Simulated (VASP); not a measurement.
Wanted: the native input for a VASP 6.6.1 run.

```
Task                   : single point
Functional             : PBE
Potentials or basis    : VASP PAW PBE potentials, release 64 (Cd, Te)
Cutoff                 : 520 eV
k mesh                 : 6 × 6 × 6
Occupations            : fermi-dirac, width 0.05 eV
Spin                   : no spin polarisation
Dipole correction      : no
Further INCAR settings : ALGO = Normal; EDIFF = 1e-06; NBANDS = 16
```

The structure of CdTe lies in POSCAR:

```
CdTe
1.0
    0.0000000000      3.2050000000      3.2050000000
    3.2050000000      0.0000000000      3.2050000000
    3.2050000000      3.2050000000      0.0000000000
Cd Te
1 1
Direct
    0.0000000000      0.0000000000      0.0000000000
    0.2500000000      0.2500000000      0.2500000000
```

One way to write it, as run:

INCAR

```
PREC = Accurate ; ENCUT = 520
EDIFF = 1E-6 ; ISMEAR = -1
SIGMA = 0.05 ; LREAL = False
LASPH = True ; NELM = 60
ALGO = Normal ; ISIF = 2
LWAVE = False ; LCHARG = True
GGA = PE ; LELF = True
LVHAR = True ; NBANDS = 16
```

KPOINTS

```
regular mesh
0
Gamma
  6 6 6
```

Potentials or basis: VASP PAW PBE potentials, release 64 (Cd, Te).

The run is started by

```sh
$ cat potpaw_PBE.64/Cd/POTCAR potpaw_PBE.64/Te/POTCAR > POTCAR
$ mpirun -np 1 vasp_std > vasp.out
```

It gave:

| Item | Value |
| --- | --- |
| Pressure | 4.4 GPa |
| Band gap on the k mesh | 0.87 eV, direct |

Caveat: spin-orbit coupling is left out, which moves the levels of the heavy elements.

Run time: 25 s on 1 thread of Intel Xeon 6975P-C, on a shared host, peak memory 0.21 GiB.
